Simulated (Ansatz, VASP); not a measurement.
# Ni3Hg: VASP beside Ansatz

The input INCAR:

```
ALGO = Normal ; EDIFF = 1E-6
ENCUT = 600 ; GGA = PS
GGA_COMPAT = False ; ISIF = 2
ISMEAR = -1 ; ISPIN = 2
LASPH = True ; LCHARG = True
LELF = True ; LMAXMIX = 4
LORBIT = 11 ; LREAL = False
LVHAR = True ; LWAVE = False
MAGMOM = 1.5 1.5 1.5 0 ; NBANDS = 33
NELM = 200 ; PREC = Accurate
SIGMA = 0.15
```

Contents of KPOINTS:

```
k-points
0
Gamma
  6 6 6
```

File POSCAR:

```
Ni3Hg
1.0
    3.7449110000      0.0000000000      0.0000000000
    0.0000000000      3.7449110000      0.0000000000
    0.0000000000      0.0000000000      3.7449110000
Ni Hg
3 1
Direct
    0.0000000000      0.5000000000      0.5000000000
    0.5000000000      0.0000000000      0.5000000000
    0.5000000000      0.5000000000      0.0000000000
    0.0000000000      0.0000000000      0.0000000000
```

Input for Ansatz:

```yaml
crystal:
  lattice:
    bravais: cubic
    a: 3.744911
  space_group: 221
  atoms:
    - { symbol: Ni, position: [0.0, 0.5, 0.5] }
    - { symbol: Hg, position: [0.0, 0.0, 0.0] }
basis:
  ecutwfc: 550.0
kpoints:
  mp_grid:
    grid: [6, 6, 6]
hamiltonian:
  xc: pbesol
magnetization:
  spin_polarized: true
  per_species:
    Ni: 1.5
scf:
  occupations:
    method: fermi_dirac
    width: 0.15
output:
  stress: true
```

Alike in both runs: task single point; functional PBEsol; k mesh 6 × 6 × 6; occupations fermi-dirac, width 0.15 eV; collinear spin.

|  | VASP | Ansatz |
| --- | --- | --- |
| version | VASP 6.6.1 | Ansatz 0.2.0 |
| potentials or method | VASP PAW PBE potentials, release 64 (Ni, Hg), cutoff 600 eV | plane waves, PAW |
| valence electrons in the cell | 42 | 74 |

Ansatz gave:

| Property | Result |
| --- | --- |
| pressure (GPa) | -7.2 |
| net moment per atom (μB) | 0.17 |
| size of the moment on the site where the two differ most (μB) | 0.24 |

Task: What did VASP give for the same quantities?

Result: Pressure (GPa): -6.0; net moment per atom (μB): 0.15; size of the moment on the site where the two differ most (μB): 0.21.

VASP's potentials were made for PBE, not for PBEsol. Site moments also hang on the region over which each program counts them. With one functional, cell and mesh, what is left measures potentials, basis and numerics. VASP's potentials hold 42 valence electrons a cell and Ansatz's 74, so a difference there can come from the potentials and not from the codes.

Neither program's run includes spin-orbit coupling.
